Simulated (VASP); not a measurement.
# Ti4H in VASP: further runs

The runs below take Ti4H through single point, with PBE.

All numbers are computed with VASP 6.6.1; they aren't measurements. Logs are shortened: lines on timing, memory, paths and dates and some standing lists are left out, and cuts for length are marked.

## Step 1: The cell of the first run

The cell holds a slab with vacuum, 5 atoms: a = 3.255 Å, b = 3.255 Å, c = 20.179 Å, α = 90.00°, β = 90.00°, γ = 90.00°.

## Step 2: Single point, PBE

Contents of INCAR:

```
ALGO = Normal
DIPOL = 0.5 0.5 0.353
EDIFF = 1E-6
ENCUT = 520
GGA = PE
IDIPOL = 3
ISIF = 2
ISMEAR = 0
LASPH = T
LCHARG = F
LDIPOL = T
LREAL = F
LWAVE = F
NBANDS = 32
NELM = 100
PREC = Accurate
SIGMA = 0.1
```

Contents of KPOINTS:

```
k-points
0
Gamma
  8 8 1
```

Contents of POSCAR:

```
Ti4H
1.0
    3.2553359259      0.0000000000      0.0000000000
    0.0000000000      3.2553359259      0.0000000000
    0.0000000000      0.0000000000     20.1793674375
Ti H
4 1
Direct
    0.5000000000      0.5000000000      0.1982222690
    0.0000000000      0.0000000000      0.2788822782
    0.5000000000      0.5000000000      0.3551865247
    0.0000000000      0.0000000000      0.4301109767
    0.1250000000      0.2500000000      0.5042350136
```

Potentials or basis: VASP PAW PBE potentials, release 64 (Ti_sv, H).

Command:

```
> cat potpaw_PBE.64/Ti_sv/POTCAR potpaw_PBE.64/H/POTCAR > POTCAR
> mpirun -np 1 vasp_std > vasp.out
```

OUTCAR:

```text
EDIFF = 1E-6
   ENCUT = 520
   GGA = PE
   ISIF = 2
   ISMEAR = 0
   LASPH = T
   LREAL = F
   NELM = 100
   PREC = Accurate

 ion  position               nearest neighbor table
   1  0.500  0.500  0.198-   2 2.82   2 2.82   2 2.82   2 2.82
   2  0.000  0.000  0.279-   3 2.77   3 2.77   3 2.77   3 2.77   1 2.82   1 2.82   1 2.82   1 2.82

   3  0.500  0.500  0.355-   4 2.75   4 2.75   4 2.75   4 2.75   2 2.77   2 2.77   2 2.77   2 2.77

   4  0.000  0.000  0.430-   5 1.75   3 2.75   3 2.75   3 2.75   3 2.75
   5  0.125  0.250  0.504-   4 1.75

  LATTYP: Found a simple tetragonal cell.
 ALAT       =     3.2553359259
 C/A-ratio  =     6.1988587036

  Lattice vectors:

 A1 = (   3.2553359259,   0.0000000000,   0.0000000000)
 A2 = (   0.0000000000,   3.2553359259,   0.0000000000)
 A3 = (   0.0000000000,   0.0000000000,  20.1793674375)

Analysis of symmetry for initial positions (statically):
=====================================================================
 Subroutine PRICEL returns:
 Original cell was already a primitive cell.

 Routine SETGRP: Setting up the symmetry group for a
 simple tetragonal supercell.

 Subroutine GETGRP returns: Found  1 space group operations
 (whereof  1 operations were pure point group operations)
 out of a pool of 16 trial point group operations.

The static configuration has the point symmetry C_1 .

Analysis of symmetry for dynamics (positions and initial velocities):
=====================================================================
 Subroutine PRICEL returns:
 Original cell was already a primitive cell.

 Routine SETGRP: Setting up the symmetry group for a
 simple tetragonal supercell.

 Subroutine GETGRP returns: Found  1 space group operations
 (whereof  1 operations were pure point group operations)
 out of a pool of 16 trial point group operations.

The dynamic configuration has the point symmetry C_1 .

 Subroutine INISYM returns: Found  1 space group operations
 (whereof  1 operations are pure point group operations),
 and found     1 'primitive' translations

----------------------------------------------------------------------------------------

                                     Primitive cell

  volume of cell :     213.8450

  direct lattice vectors                    reciprocal lattice vectors
     3.255335926  0.000000000  0.000000000     0.307187959  0.000000000  0.000000000
     0.000000000  3.255335926  0.000000000     0.000000000  0.307187959  0.000000000
     0.000000000  0.000000000 20.179367438     0.000000000  0.000000000  0.049555567

  length of vectors
     3.255335926  3.255335926 20.179367438     0.307187959  0.307187959  0.049555567

  position of ions in fractional coordinates (direct lattice)
     0.500000000  0.500000000  0.198222269
     0.000000000  0.000000000  0.278882278
     0.500000000  0.500000000  0.355186525
     0.000000000  0.000000000  0.430110977
     0.125000000  0.250000000  0.504235014

  ion indices of the primitive-cell ions
   primitive index   ion index
                 1           1
                 2           2
                 3           3
                 4           4
                 5           5

----------------------------------------------------------------------------------------

 KPOINTS: k-points

Automatic generation of k-mesh.
 Grid dimensions read from file:
 generate k-points for:    8    8    1

 Generating k-lattice:

  Cartesian coordinates                     Fractional coordinates (reciprocal lattice)
     0.038398495  0.000000000  0.000000000     0.125000000  0.000000000  0.000000000
     0.000000000  0.038398495  0.000000000     0.000000000  0.125000000  0.000000000
     0.000000000  0.000000000  0.049555567     0.000000000  0.000000000  1.000000000

  Length of vectors
     0.038398495  0.038398495  0.049555567

  Shift w.r.t. Gamma in fractional coordinates (k-lattice)
     0.000000000  0.000000000  0.000000000

 Subroutine IBZKPT returns following result:
 ===========================================

 Found     34 irreducible k-points:

 Following reciprocal coordinates:
            Coordinates               Weight
  0.000000  0.000000  0.000000      1.000000
  0.125000  0.000000  0.000000      2.000000
  0.000000  0.125000  0.000000      2.000000
  0.250000  0.000000  0.000000      2.000000
  0.000000  0.250000  0.000000      2.000000
  0.375000  0.000000  0.000000      2.000000
[... 16 lines left out ...]
 -0.250000  0.250000  0.000000      2.000000
  0.375000  0.250000  0.000000      2.000000
 [... further k-points ...]
   k-points           NKPTS =     34   k-points in BZ     NKDIM =     34   number of bands    NBANDS=     32
   number of dos      NEDOS =    301   number of ions     NIONS =      5
   total plane-waves  NPLWV =  86400
   dimension x,y,z NGX =    24 NGY =   24 NGZ =  150
   dimension x,y,z NGXF=    48 NGYF=   48 NGZF=  300
   ions per type =               4   1
   NGX,Y,Z   is equivalent  to a cutoff of  12.26, 12.26, 12.36 a.u.
   NGXF,Y,Z  is equivalent  to a cutoff of  24.51, 24.51, 24.72 a.u.
 SYSTEM =  unknown system
   PREC   = accura    normal or accurate (medium, high low for compatibility)
   ISTART =      0    job   : 0-new  1-cont  2-samecut
   ICHARG =      2    charge: 1-file 2-atom 10-const
   ISPIN  =      1    spin polarized calculation?
   LNONCOLLINEAR =      F non collinear calculations
   LSORBIT =      F    spin-orbit coupling
   LASPH  =      T    aspherical Exc in radial PAW
   ENCUT  =  520.0 eV  38.22 Ry    6.18 a.u.   6.05  6.05 37.52*2*pi/ulx,y,z
   NELM   =    100;   NELMIN=  2; NELMDL= -5     # of ELM steps
   EDIFF  = 0.1E-05   stopping-criterion for ELM
   LREAL  =      F    real-space projection
   EDIFFG = 0.1E-04   stopping-criterion for IOM
   NSW    =      0    number of steps for IOM
   IBRION =     -1    ionic relax: 0-MD 1-quasi-New 2-CG
   NFREE  =      0    steps in history (QN), initial steepest desc. (CG)
   ISIF   =      2    stress and relaxation
   ISYM   =      2    0-nonsym 1-usesym 2-fastsym
   POTIM  = 0.5000    time-step for ionic-motion
   TEBEG  =    0.0;   TEEND  =   0.0 temperature during run
   PSTRESS=    0.0 pullay stress
   NELECT =      49.0000    total number of electrons
   NUPDOWN=      -1.0000    fix difference up-down
   EMIN   =  10.00;   EMAX   =-10.00  energy-range for DOS
   EFERMI =   0.00;   METHOD = LEGACY
   ISMEAR =     0;   SIGMA  =   0.10  broadening in eV -4-tet -1-fermi 0-gaus
   EFERMI_NEDOS =   21; number of points for ismear=-14 and -15
   IALGO  =     38    algorithm
   IMIX   =      4    mixing-type and parameters
     AMIX     =   0.40;   BMIX     =  1.00
     AMIX_MAG =   1.60;   BMIX_MAG =  1.00
  volume/ion in A,a.u.               =      42.77       288.62
  Fermi-wavevector in a.u.,A,eV,Ry     =   1.001783  1.893096 13.654397  1.003570
  Thomas-Fermi vector in A             =   2.134228
   LORBIT       =      0    0 simple, 1 ext, 2 COOP (PROOUT), +10 PAW based schemes
   GGA     = PE    functional components
   LHFCALC =     F    Hartree Fock is set to
   AEXX    =    0.0000 exact exchange contribution
   IVDW    =     0    specifies the selected vdW correction
   LEPSILON=     F    determine dielectric tensor
   LRPA    =     F    only Hartree local field effects (RPA)
 non-spin polarized calculation
 Gauss-broadening in eV      SIGMA  =   0.10
  energy-cutoff  :      520.00
  volume of cell :      213.85
 maximum number of plane-waves:      5808
   NGX = 13   NGY = 13   NGZ = 75

 dipolmoment           0.000000      0.000000     -0.185031 electrons x Angstroem

 number of electron      49.0000022 magnetization

 dipolmoment           0.000000      0.000000      0.156054 electrons x Angstroem

 Free energy of the ion-electron system (eV)
  ---------------------------------------------------
  ext. energy  EPLUGINS =         0.00000000
  ---------------------------------------------------
  free energy    TOTEN  =       -31.94274335 eV

  energy without entropy =      -31.89165799  energy(sigma->0) =      -31.91720067

 E-fermi :  -0.2799     XC(G=0):  -4.8794

 val. band max:       -0.2826680603   @ k =  -0.1250   0.5000   0.0000
 cond. band min:      -0.2717947568   @ k =  -0.1250   0.2500   0.0000
 fundamental gap:      0.0108733035
 Fermi energy:        -0.2798869706

 k-point     1 :       0.0000    0.0000    0.0000
  band No.  band energies     occupation
      1     -57.3551      2.00000
      2     -57.0481      2.00000
      3     -56.6227      2.00000
      4     -56.4411      2.00000
      5     -33.7105      2.00000
      6     -33.5170      2.00000
[... 24 lines left out ...]
     31       1.3853      0.00000
     32       1.4334      0.00000

 k-point     2 :       0.1250    0.0000    0.0000
  band No.  band energies     occupation
      1     -57.3530      2.00000
      2     -57.0451      2.00000
      3     -56.6182      2.00000
      4     -56.4448      2.00000
      5     -33.7118      2.00000
      6     -33.5361      2.00000
[... 24 lines left out ...]
     31       1.0778      0.00000
     32       1.6261      0.00000

 k-point     3 :       0.0000    0.1250    0.0000
  band No.  band energies     occupation
      1     -57.3530      2.00000
      2     -57.0451      2.00000
      3     -56.6182      2.00000
      4     -56.4448      2.00000
      5     -33.7118      2.00000
      6     -33.5277      2.00000
[... 24 lines left out ...]
     31       1.0742      0.00000
     32       1.6189      0.00000

 k-point     4 :       0.2500    0.0000    0.0000
  band No.  band energies     occupation
      1     -57.3481      2.00000
      2     -57.0380      2.00000
      3     -56.6063      2.00000
      4     -56.4545      2.00000
      5     -33.7159      2.00000
      6     -33.5841      2.00000
[... 654 lines left out ...]
     31       1.1608      0.00000
     32       1.5970      0.00000

 k-point    23 :      -0.2500    0.2500    0.0000
  band No.  band energies     occupation
      1     -57.3422      2.00000
      2     -57.0305      2.00000
      3     -56.5941      2.00000
      4     -56.4599      2.00000
      5     -33.7074      2.00000
      6     -33.5786      2.00000
[... 24 lines left out ...]
     31       1.1812      0.00000
     32       1.5383      0.00000

 k-point    24 :       0.3750    0.2500    0.0000
  band No.  band energies     occupation
      1     -57.3380      2.00000
      2     -57.0252      2.00000
      3     -56.5846      2.00000
      4     -56.4646      2.00000
      5     -33.7033      2.00000
      6     -33.6214      2.00000
[... 24 lines left out ...]
     31       1.3575      0.00000
     32       1.4892      0.00000

 [... further k-points ...]

------------------------ aborting loop because EDIFF is reached ----------------------------------------

 vacuum level on the upper side and lower side of the slab       (xc-potential included)         1.289        -1.329

  FORCE on cell =-STRESS in cart. coord.  units (eV):
  Direction    XX          YY          ZZ          XY          YZ          ZX
  --------------------------------------------------------------------------------------
  -------------------------------------------------------------------------------------
  Total       -2.1123567     -2.8469941      0.1216339      0.1510756      1.0706948      0.4890132
  in kB      -15.8262736    -21.3303500      0.9113101      1.1318936      8.0218977      3.6638022
  external PRESSURE =     -12.0817712 kB  Pullay stress =       0.0000000 kB

 VOLUME and BASIS-vectors are now :
 -----------------------------------------------------------------------------
  energy-cutoff  :      520.00
  volume of cell :      213.85
      direct lattice vectors                 reciprocal lattice vectors
     3.255335926  0.000000000  0.000000000     0.307187959  0.000000000  0.000000000
     0.000000000  3.255335926  0.000000000     0.000000000  0.307187959  0.000000000
     0.000000000  0.000000000 20.179367438     0.000000000  0.000000000  0.049555567

 POSITION                                       TOTAL-FORCE (eV/Angst)
 -----------------------------------------------------------------------------------
      1.62767      1.62767      4.00000         0.001112     -0.017495      0.601151
      0.00000      0.00000      5.62767         0.050502      0.086028     -0.671512
      1.62767      1.62767      7.16744        -0.143228     -0.263120     -0.613470
      0.00000      0.00000      8.67937        -0.197059     -0.376047      0.695009
      0.40692      0.81383     10.17514         0.288673      0.570634     -0.011178
 -----------------------------------------------------------------------------------
    total drift:                                0.000002      0.000004     -0.000305

  FREE ENERGIE OF THE ION-ELECTRON SYSTEM (eV)
  ---------------------------------------------------
  free  energy   TOTEN  =       -31.9427433535 eV

  energy  without entropy=      -31.8916579892  energy(sigma->0) =      -31.91720067

 vacuum level on the upper side and lower side of the slab         5.551         2.771
```

Wall time 5 min (1 thread of Intel Xeon Platinum 8488C (Sapphire Rapids), shared host); peak memory 0.39 GiB.

What came out:

```
Free energy            : -31.9427 eV
Largest force          : 0.814 eV/Å
Band gap on the k mesh : zero (an odd number of electrons rules out a gap without spin polarisation)
```

Forces in eV/Å, atoms in the order of the input:
```
Ti   0.001 -0.017  0.601
Ti   0.051  0.086 -0.672
Ti  -0.143 -0.263 -0.613
Ti  -0.197 -0.376  0.695
H    0.289  0.571 -0.011
```

Levels at points of the mesh, in eV from the Fermi level:
```
           k point  band 22  band 23  band 24  band 25  band 26  band 27  band 28  band 29
(0.00, 0.00, 0.00)    -1.21    -0.83     0.18     0.72     0.91     0.92     1.03     1.12
(0.50, 0.00, 0.00)    -0.35    -0.19    -0.17    -0.02     0.49     0.76     0.81     1.00
(0.00, 0.50, 0.00)    -0.35    -0.19    -0.18     0.02     0.47     0.80     0.82     1.19
(0.50, 0.50, 0.00)    -0.67    -0.54    -0.36    -0.34    -0.08     0.24     1.86     1.94
```

(Continued in part 2 of 2.)
